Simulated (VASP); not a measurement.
Set up this calculation in VASP 6.6.1, as the native input.

```
Task                   : single point
Functional             : LDA
Potentials or basis    : VASP PAW LDA potentials, release 64 (Rb_sv)
Cutoff                 : 520 eV
k mesh                 : 10 × 10 × 10
Occupations            : fermi-dirac, width 0.05 eV
Spin                   : no spin polarisation
Dipole correction      : no
Further INCAR settings : ALGO = Normal; EDIFF = 1e-06; NBANDS = 10
```

The structure of Rb lies in POSCAR:

```
Rb
1.0
    3.9745026078      0.0000000000      0.0000000000
    0.0000000000      3.9745026078      0.0000000000
    0.0000000000      0.0000000000      3.9745026078
Rb
1
Direct
    0.0000000000      0.0000000000      0.0000000000
```

This isn't the form of Rb at room conditions, which is bcc.

The input as run:

INCAR

```
PREC = Accurate ; ENCUT = 520
EDIFF = 1E-6 ; ISMEAR = -1
SIGMA = 0.05 ; LREAL = F
LASPH = T ; NELM = 80
ALGO = Normal ; ISIF = 2
LWAVE = F ; LCHARG = F
GGA = CA ; NBANDS = 10
```

KPOINTS

```
regular mesh
0
Gamma
  10 10 10
```

Potentials or basis: VASP PAW LDA potentials, release 64 (Rb_sv).

Launch:

```console
$ cat potpaw_LDA.64/Rb_sv/POTCAR > POTCAR
$ mpirun -np 1 vasp_std > vasp.out
```

Results of the run:

| Quantity | Value |
| --- | --- |
| Pressure | 1.5 GPa |
| Band gap on the k mesh | zero (an odd number of electrons rules out a gap without spin polarisation) |

Run time: 8.2 s on 1 thread of Intel(R) Xeon(R) 6975P-C (Granite Rapids), on a shared host, peak memory 0.15 GiB.
